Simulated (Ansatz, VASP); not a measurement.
**Se: VASP beside Ansatz**

```
CELL_PARAMETERS angstrom
0.00000 3.11199 3.11199
3.11199 0.00000 3.11199
3.11199 3.11199 0.00000
ATOMIC_POSITIONS crystal
Se 0.12500 0.12500 0.12500
Se 0.87500 0.87500 0.87500
```

Alike in both runs: task single point; functional PBEsol; k mesh 10 × 10 × 10; occupations fermi-dirac, width 0.1 eV; no spin polarisation.

```csv
,VASP,Ansatz
version,VASP 6.6.1,Ansatz 0.2.0
potentials or method,"VASP PAW PBE potentials, release 64 (Se), cutoff 500 eV","plane waves (420 eV) with PAW, scalar-relativistic"
valence electrons in the cell,12,32
```

```tsv
	VASP	Ansatz	Ansatz less VASP
pressure (GPa)	0.0	0.0	-0.06
```

VASP's potentials were made for PBE, not for PBEsol, and Ansatz warns of the same on its side. VASP's potentials hold 12 valence electrons a cell and Ansatz's 32, so a difference there can come from the potentials and not from the codes.
